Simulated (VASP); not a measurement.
Runs of VASP 6.6.1 on GaW. The typed cell holds 2 atoms: a = 2.997 Å, b = 2.997 Å, c = 3.649 Å, α = 90.00°, β = 90.00°, γ = 133.86°. 

```csv
k mesh,gap on the mesh (eV),pressure (GPa),largest force (eV/Å)
11 × 11 × 7,none,268.7,9.05
20 × 20 × 12,none,(a),9.03
9 × 9 × 5,none,267.2,8.98
14 × 14 × 8,none,268.4,9.04
```

Alike in all rows: task single point; level PBE; potentials or basis VASP PAW PBE potentials, release 64 (Ga_d, W_sv); no spin polarisation; cell as given; cutoff (eV) 520; smearing methfessel-paxton 0.05 eV.

Estimate the missing entries.

(a) 268.8.

Caveats: atoms lie so close that the PAW spheres overlap strongly, which falsifies energies and pressures; spin-orbit coupling is left out, which moves the levels of the heavy elements; forces of over 1 eV/Å act on the atoms, so gaps and moduli don't describe the material at rest; the stress differs along the axes, from 16 to 674 GPa (at least some runs); the stress differs along the axes, from 15 to 672 GPa (at least some runs); the stress differs along the axes, from 15 to 668 GPa (at least some runs); the stress differs along the axes, from 17 to 672 GPa (at least some runs).

A k mesh can miss the band edges, and the runs leave out spin-orbit coupling on Ga, W.

A gap of «none» marks levels without a gap at the run's occupations.
